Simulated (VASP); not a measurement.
# CuI (Marshite) (F-43m) in VASP: settings compared

The runs below take CuI (Marshite) through relaxation of cell and atoms, single point, with PBEsol, PBE.

Program: VASP 6.6.1. These are calculated values, not measurements. Logs are shortened: lines on timing, memory, paths and dates and some standing lists are left out, and cuts for length are marked.

## Step 1: The cell of the first run

The structure is cubic, space group F-43m (No. 216). Conventional cell: a = 6.063 Å, b = 6.063 Å, c = 6.063 Å, α = 90.00°, β = 90.00°, γ = 90.00°. I (site symmetry -43m) has 4 Cu at 2.63 Å within 3.5 Å. Within 3.5 Å of Cu (site symmetry -43m) lie 4 I at 2.63 Å.

## Step 2: Relaxation of cell and atoms, PBEsol, target pressure 30 GPa, at which the enthalpy is minimised

INCAR

```
PREC = Accurate ; ENCUT = 600
EDIFF = 1E-6 ; ISMEAR = -1
SIGMA = 0.05 ; LREAL = F
LASPH = T ; NELM = 60
ALGO = Normal ; ISIF = 3
LWAVE = F ; LCHARG = F
GGA = PS ; IBRION = 2
NSW = 80 ; EDIFFG = -0.005
PSTRESS = 300.0
```

KPOINTS

```
regular mesh
0
Gamma
  8 8 8
```

POSCAR

```
CuI
1.0
    0.0000000000      3.0315000000      3.0315000000
    3.0315000000      0.0000000000      3.0315000000
    3.0315000000      3.0315000000      0.0000000000
I Cu
1 1
Direct
    0.0000000000      0.0000000000      0.0000000000
    0.7500000000      0.7500000000      0.7500000000
```

Potentials or basis: VASP PAW PBE potentials, release 64 (I, Cu).

On the command line:

```console
> cat potpaw_PBE.64/I/POTCAR potpaw_PBE.64/Cu/POTCAR > POTCAR
> mpirun -np 1 vasp_std > vasp.out
```

OUTCAR:

```text
PREC = Accurate
   ENCUT = 600
   EDIFF = 1E-6
   ISMEAR = -1
   LREAL = F
   LASPH = T
   NELM = 60
   ISIF = 3
   GGA = PS
   IBRION = 2
   NSW = 80
   EDIFFG = -0.005
   PSTRESS = 300.0

 ion  position               nearest neighbor table
   1  0.000  0.000  0.000-   2 2.63   2 2.63   2 2.63   2 2.63
   2  0.750  0.750  0.750-   1 2.63   1 2.63   1 2.63   1 2.63

  LATTYP: Found a face centered cubic cell.
 ALAT       =     6.0630000000

  Lattice vectors:

 A1 = (   0.0000000000,   3.0315000000,   3.0315000000)
 A2 = (   3.0315000000,   0.0000000000,   3.0315000000)
 A3 = (   3.0315000000,   3.0315000000,   0.0000000000)

Analysis of symmetry for initial positions (statically):
=====================================================================
 Subroutine PRICEL returns:
 Original cell was already a primitive cell.

 Routine SETGRP: Setting up the symmetry group for a
 face centered cubic supercell.

 Subroutine GETGRP returns: Found 24 space group operations
 (whereof 24 operations were pure point group operations)
 out of a pool of 48 trial point group operations.

The static configuration has the point symmetry T_d .

Analysis of symmetry for dynamics (positions and initial velocities):
=====================================================================
 Subroutine PRICEL returns:
 Original cell was already a primitive cell.

 Routine SETGRP: Setting up the symmetry group for a
 face centered cubic supercell.

 Subroutine GETGRP returns: Found 24 space group operations
 (whereof 24 operations were pure point group operations)
 out of a pool of 48 trial point group operations.

The dynamic configuration has the point symmetry T_d .

 Subroutine INISYM returns: Found 24 space group operations
 (whereof 24 operations are pure point group operations),
 and found     1 'primitive' translations

----------------------------------------------------------------------------------------

                                     Primitive cell

  volume of cell :      55.7189

  direct lattice vectors                    reciprocal lattice vectors
     0.000000000  3.031500000  3.031500000    -0.164934851  0.164934851  0.164934851
     3.031500000  0.000000000  3.031500000     0.164934851 -0.164934851  0.164934851
     3.031500000  3.031500000  0.000000000     0.164934851  0.164934851 -0.164934851

  length of vectors
     4.287188414  4.287188414  4.287188414     0.285675541  0.285675541  0.285675541

[... 59 lines left out ...]
  0.500000  0.250000  0.125000     48.000000
 -0.375000  0.250000  0.125000     24.000000
 [... further k-points ...]
   k-points           NKPTS =     29   k-points in BZ     NKDIM =     29   number of bands    NBANDS=     13
   number of dos      NEDOS =    301   number of ions     NIONS =      2
   total plane-waves  NPLWV =  46656
   dimension x,y,z NGX =    36 NGY =   36 NGZ =   36
   dimension x,y,z NGXF=    72 NGYF=   72 NGZF=   72
   ions per type =               1   1
   NGX,Y,Z   is equivalent  to a cutoff of  13.96, 13.96, 13.96 a.u.
   NGXF,Y,Z  is equivalent  to a cutoff of  27.92, 27.92, 27.92 a.u.
 SYSTEM =  unknown system
   PREC   = accura    normal or accurate (medium, high low for compatibility)
   ISTART =      0    job   : 0-new  1-cont  2-samecut
   ICHARG =      2    charge: 1-file 2-atom 10-const
   ISPIN  =      1    spin polarized calculation?
   LNONCOLLINEAR =      F non collinear calculations
   LSORBIT =      F    spin-orbit coupling
   LASPH  =      T    aspherical Exc in radial PAW
   ENCUT  =  600.0 eV  44.10 Ry    6.64 a.u.   8.56  8.56  8.56*2*pi/ulx,y,z
   NELM   =     60;   NELMIN=  2; NELMDL= -5     # of ELM steps
   EDIFF  = 0.1E-05   stopping-criterion for ELM
   LREAL  =      F    real-space projection
   EDIFFG = -.5E-02   stopping-criterion for IOM
   NSW    =     80    number of steps for IOM
   IBRION =      2    ionic relax: 0-MD 1-quasi-New 2-CG
   NFREE  =      1    steps in history (QN), initial steepest desc. (CG)
   ISIF   =      3    stress and relaxation
   ISYM   =      2    0-nonsym 1-usesym 2-fastsym
   POTIM  = 0.5000    time-step for ionic-motion
   TEBEG  =    0.0;   TEEND  =   0.0 temperature during run
   PSTRESS=  300.0 pullay stress
   NELECT =      18.0000    total number of electrons
   NUPDOWN=      -1.0000    fix difference up-down
   EMIN   =  10.00;   EMAX   =-10.00  energy-range for DOS
   EFERMI =   0.00;   METHOD = LEGACY
   ISMEAR =    -1;   SIGMA  =   0.05  broadening in eV -4-tet -1-fermi 0-gaus
   EFERMI_NEDOS =   21; number of points for ismear=-14 and -15
   IALGO  =     38    algorithm
   IMIX   =      4    mixing-type and parameters
     AMIX     =   0.40;   BMIX     =  1.00
     AMIX_MAG =   1.60;   BMIX_MAG =  1.00
  volume/ion in A,a.u.               =      27.86       188.00
  Fermi-wavevector in a.u.,A,eV,Ry     =   1.123306  2.122741 17.168055  1.261816
  Thomas-Fermi vector in A             =   2.259971
   LORBIT       =      0    0 simple, 1 ext, 2 COOP (PROOUT), +10 PAW based schemes
   GGA     = PS    functional components
   LHFCALC =     F    Hartree Fock is set to
   AEXX    =    0.0000 exact exchange contribution
   IVDW    =     0    specifies the selected vdW correction
   LEPSILON=     F    determine dielectric tensor
   LRPA    =     F    only Hartree local field effects (RPA)
 conjugate gradient relaxation of ions
 non-spin polarized calculation
  energy-cutoff  :      600.00
  volume of cell :       55.72
 maximum number of plane-waves:      1880
 NGX is ok and might be reduce to    36
   NGX = 17   NGY = 17   NGZ = 17

--------------------------------------- Ionic step        1  -------------------------------------------

 number of electron      18.0000006 magnetization

 Free energy of the ion-electron system (eV)
  ---------------------------------------------------
  ext. energy  EPLUGINS =         0.00000000
  ---------------------------------------------------
  free energy    TOTEN  =        -6.29453339 eV

  energy without entropy =       -6.29453304  energy(sigma->0) =       -6.29453322

 E-fermi :   4.8364     XC(G=0):  -9.1391

 val. band max:        4.2813146867   @ k =   0.0000   0.0000   0.0000
 cond. band min:       5.3111938031   @ k =   0.0000   0.0000   0.0000
 fundamental gap:      1.0298791164
 Fermi energy:         4.8364305196
[... 886 lines left out ...]
  energy  without entropy=       -5.7769579705  energy(sigma->0) =       -5.77695797

  enthalpy is  TOTEN    =         2.0329832469 eV   P V=        7.8099412175

[... ionic steps 4 to 16 ...]

--------------------------------------- Ionic step       17  -------------------------------------------

 number of electron      17.9999996 magnetization

------------------------ aborting loop because EDIFF is reached ----------------------------------------
[... 71 lines left out ...]
--------------------------------------- Ionic step       19  -------------------------------------------

 number of electron      17.9999997 magnetization

 Free energy of the ion-electron system (eV)
  ---------------------------------------------------
  ext. energy  EPLUGINS =         0.00000000
  ---------------------------------------------------
  free energy    TOTEN  =        -5.39711969 eV

  energy without entropy =       -5.39711969  energy(sigma->0) =       -5.39711969

 E-fermi :   9.7934     XC(G=0): -10.8257

 val. band max:        8.9301135865   @ k =   0.0000   0.0000   0.0000
 cond. band min:      10.6755201503   @ k =   0.5000   0.5000   0.0000
 fundamental gap:      1.7454065638
 Fermi energy:         9.7934174243
[... 417 lines left out ...]
  energy  without entropy=       -5.3971196887  energy(sigma->0) =       -5.39711969

  enthalpy is  TOTEN    =         1.9562157011 eV   P V=        7.3533353905

 reached required accuracy - stopping structural energy minimisation
```

OSZICAR:

```text
N       E                     dE             d eps       ncg     rms          rms(c)
DAV:   1     0.104538464351E+03    0.10454E+03   -0.84242E+03   754   0.167E+03
DAV:   2     0.170847197967E+01   -0.10283E+03   -0.95844E+02   764   0.279E+02
DAV:   3    -0.631505281524E+01   -0.80235E+01   -0.78427E+01  1038   0.851E+01
DAV:   4    -0.657865856075E+01   -0.26361E+00   -0.26334E+00   817   0.138E+01
[... 139 lines left out ...]
DAV:   1    -0.539718015978E+01    0.34238E-02   -0.95483E-04   804   0.891E-01    0.621E-02
DAV:   2    -0.539714526818E+01    0.34892E-04   -0.56615E-04   829   0.930E-01    0.272E-02
DAV:   3    -0.539712178972E+01    0.23478E-04   -0.11648E-04   824   0.441E-01    0.110E-02
DAV:   4    -0.539711976474E+01    0.20250E-05   -0.69243E-06   874   0.287E-02    0.335E-03
DAV:   5    -0.539711968941E+01    0.75336E-07   -0.19336E-07   377   0.160E-02
  19 F= 0.19562157E+01 E0= 0.19562157E+01  d E =-.133236E-03
```

Wall time 4.5 min (1 thread of Intel Xeon 6975P-C, shared host); peak memory 0.25 GiB.

Results:

```yaml
Free_energy: -5.3971 eV
Relaxed_volume: 19.64 Å³/atom
Relaxed_cell: a = 3.815 Å, b = 3.815 Å, c = 3.815 Å, α = 60.00°, β = 60.00°, γ = 60.00°
Space_group_after_relaxing_to_0.05_Å: F-43m (No. 216)
Energy_change_on_relaxing_the_enthalpy_is_what_falls: +448.7 meV/atom
Ionic_steps: 19
Pressure_after_relaxing: 30.0 GPa
Band_gap_on_the_k_mesh: 1.75 eV, indirect (least direct gap 2.20 eV)
```

The path:
| step | energy change (eV) | largest force (eV/Å) | pressure (GPa) | volume (Å³) |
| --- | --- | --- | --- | --- |
| 1 | 0.0000 | 0.0000 | -2.16 | 55.72 |
| 2 | 15.8310 | 0.0000 | 383.24 | 21.70 |
| 3 | 0.5176 | 0.0000 | 20.43 | 41.71 |
| 4 | 0.6864 | 0.0000 | 24.53 | 40.51 |
| 5 | 0.9333 | 0.0000 | 30.53 | 39.08 |
| 6 | 0.8777 | 0.0000 | 29.54 | 39.38 |
| 7 | 0.8782 | 0.0000 | 29.52 | 39.37 |
| 8 | 0.8798 | 0.0000 | 29.56 | 39.37 |
| 9 | 0.8799 | 0.0000 | 29.60 | 39.37 |
| 10 | 0.8799 | 0.0000 | 29.59 | 39.37 |
| 11 | 0.8799 | 0.0000 | 29.60 | 39.37 |
| 12 | 0.8800 | 0.0000 | 29.63 | 39.36 |
| 13 | 0.8803 | 0.0000 | 29.72 | 39.36 |
| 14 | 0.8807 | 0.0000 | 29.87 | 39.36 |
| 15 | 0.8816 | 0.0000 | 29.61 | 39.36 |
| 16 | 0.8833 | 0.0000 | 29.64 | 39.35 |
| 17 | 0.8869 | 0.0000 | 29.74 | 39.33 |
| 18 | 0.8939 | 0.0000 | 29.91 | 39.29 |
| 19 | 0.8974 | 0.0000 | 30.00 | 39.27 |

Final structure:
```yaml
crystal:
  lattice:
    - [0.00000, 2.69783, 2.69783]
    - [2.69783, 0.00000, 2.69783]
    - [2.69783, 2.69783, 0.00000]
  atoms:
    - { symbol: I, position: [0.00000, 0.00000, 0.00000] }
    - { symbol: Cu, position: [0.75000, 0.75000, 0.75000] }
```

Levels at points of the mesh, in eV from the valence-band top:
```tsv
k point	band 5	band 6	band 7	band 8	band 9	band 10	band 11	band 12	band 13
(0.00, 0.00, 0.00)	-3.89	-3.89	0.00	0.00	0.00	2.20	4.28	4.28	4.28
(0.50, 0.00, 0.00)	-3.84	-3.84	-3.76	-1.46	-1.46	2.33	4.95	4.95	7.15
(0.50, 0.50, 0.00)	-4.04	-3.75	-3.69	-3.21	-3.21	1.75	2.28	11.62	11.62
```

Caveat: the cell is relaxed towards a set pressure, so the enthalpy falls and the energy may rise; the volume moved by over 15 % at a fixed basis, so the end points are rough; the PAW data sets were made with another functional, which shifts forces and pressure a little; spin-orbit coupling is left out, which moves the levels of the heavy elements. A k mesh can miss the band edges.

## Step 3: Single point, PBE

INCAR

```
  PREC = Accurate
  ENCUT = 520
  EDIFF = 1E-6
  ISMEAR = -1
  SIGMA = 0.06
  LREAL = F
  LASPH = T
  NELM = 100
  ALGO = Normal
  ISIF = 2
  LWAVE = F
  LCHARG = F
  GGA = PE
  NBANDS = 16
```

KPOINTS

```
regular mesh
0
Gamma
  5 5 5
```

POSCAR is that of step 2.

Potentials or basis: VASP PAW PBE potentials, release 64 (I, Cu).

On the command line:

```console
> cat potpaw_PBE.64/I/POTCAR potpaw_PBE.64/Cu/POTCAR > POTCAR
> mpirun -np 1 vasp_std > vasp.out
```

OUTCAR:

```text
PREC = Accurate
   ENCUT = 520
   EDIFF = 1E-6
   ISMEAR = -1
   LREAL = F
   LASPH = T
   NELM = 100
   ISIF = 2
   GGA = PE

 ion  position               nearest neighbor table
   1  0.000  0.000  0.000-   2 2.63   2 2.63   2 2.63   2 2.63
   2  0.750  0.750  0.750-   1 2.63   1 2.63   1 2.63   1 2.63

  LATTYP: Found a face centered cubic cell.
 ALAT       =     6.0630000000

  Lattice vectors:

[... 356 lines left out ...]
     15      15.0578      0.00000
     16      17.2629      0.00000

------------------------ aborting loop because EDIFF is reached ----------------------------------------

  FORCE on cell =-STRESS in cart. coord.  units (eV):
  Direction    XX          YY          ZZ          XY          YZ          ZX
  --------------------------------------------------------------------------------------
  -------------------------------------------------------------------------------------
  Total        0.1652177      0.1652177      0.1652177      0.0000000      0.0000000     -0.0000000
  in kB        4.7507734      4.7507734      4.7507734      0.0000000      0.0000000     -0.0000000
  external PRESSURE =       4.7507734 kB  Pullay stress =       0.0000000 kB

 VOLUME and BASIS-vectors are now :
 -----------------------------------------------------------------------------
  energy-cutoff  :      520.00
  volume of cell :       55.72
      direct lattice vectors                 reciprocal lattice vectors
     0.000000000  3.031500000  3.031500000    -0.164934851  0.164934851  0.164934851
     3.031500000  0.000000000  3.031500000     0.164934851 -0.164934851  0.164934851
     3.031500000  3.031500000  0.000000000     0.164934851  0.164934851 -0.164934851

 POSITION                                       TOTAL-FORCE (eV/Angst)
 -----------------------------------------------------------------------------------
      0.00000      0.00000      0.00000        -0.000000     -0.000000     -0.000000
      4.54725      4.54725      4.54725         0.000000      0.000000      0.000000
 -----------------------------------------------------------------------------------
    total drift:                               -0.000001     -0.000001     -0.000001

  FREE ENERGIE OF THE ION-ELECTRON SYSTEM (eV)
  ---------------------------------------------------
  free  energy   TOTEN  =        -5.5535790387 eV

  energy  without entropy=       -5.5535763382  energy(sigma->0) =       -5.55357769
```

Run time: 13 s. Hardware: 1 thread of Intel Xeon Platinum 8488C (Sapphire Rapids), shared host; peak memory 0.17 GiB.

What came out:

| Property | Result |
| --- | --- |
| Free energy | -5.5536 eV |
| Pressure | 0.5 GPa |
| Band gap on the k mesh | 1.14 eV, direct |

Caveat: spin-orbit coupling is left out, which moves the levels of the heavy elements.
